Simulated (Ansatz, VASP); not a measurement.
# Cd in VASP and in Ansatz

Contents of INCAR:

```
PREC = Accurate
ENCUT = 520
EDIFF = 1E-7
ISMEAR = -1
SIGMA = 0.1
LREAL = False
LASPH = True
NELM = 80
ALGO = Normal
ISIF = 2
LWAVE = False
LCHARG = False
GGA = RE
NBANDS = 12
```

KPOINTS

```
regular mesh
0
Gamma
  13 13 13
```

POSCAR

```
Cd
1.0
    0.0000000000      2.3766808189      2.3766808189
    2.3766808189      0.0000000000      2.3766808189
    2.3766808189      2.3766808189      0.0000000000
Cd
1
Direct
    0.0000000000      0.0000000000      0.0000000000
```

Input for Ansatz:

```yaml
crystal:
  lattice:
    - [0.0, 2.3766808189, 2.3766808189]
    - [2.3766808189, 0.0, 2.3766808189]
    - [2.3766808189, 2.3766808189, 0.0]
  atoms:
    - { symbol: Cd, position: [0.0, 0.0, 0.0] }
hamiltonian:
  xc: revpbe
  pseudopotentials:
    kind: paw
    azcp:
      Cd: "pseudopotentials/Cd.paw.azcp"
basis:
  ecutwfc: 420
  fft_grid_basis: typed
kpoints:
  mp_grid: { grid: [13, 13, 13], shift: [0, 0, 0] }
magnetization:
  spin_polarized: false
scf:
  occupations: { method: fermi_dirac, width: 0.1 }
  lower_state_search: "off"
output:
  stress: true
  write_density: true
  write_potential: true
  elf: true
  volumetric_format: npy
```

Alike in both runs: task single point; functional revPBE; k mesh 13 × 13 × 13; occupations fermi-dirac, width 0.1 eV; no spin polarisation.

|  | VASP | Ansatz |
| --- | --- | --- |
| version | VASP 6.6.1 | Ansatz 0.2.0 |
| potentials or method | VASP PAW PBE potentials, release 64 (Cd), cutoff 520 eV | plane waves (420 eV) with PAW, scalar-relativistic |
| valence electrons in the cell | 12 | 20 |

```csv
,VASP,Ansatz,Ansatz less VASP
pressure (GPa),-2.6,-2.7,-0.11
```

VASP's potentials were made for PBE, not for revPBE. VASP's potentials hold 12 valence electrons a cell and Ansatz's 20, so a difference there can come from the potentials and not from the codes.
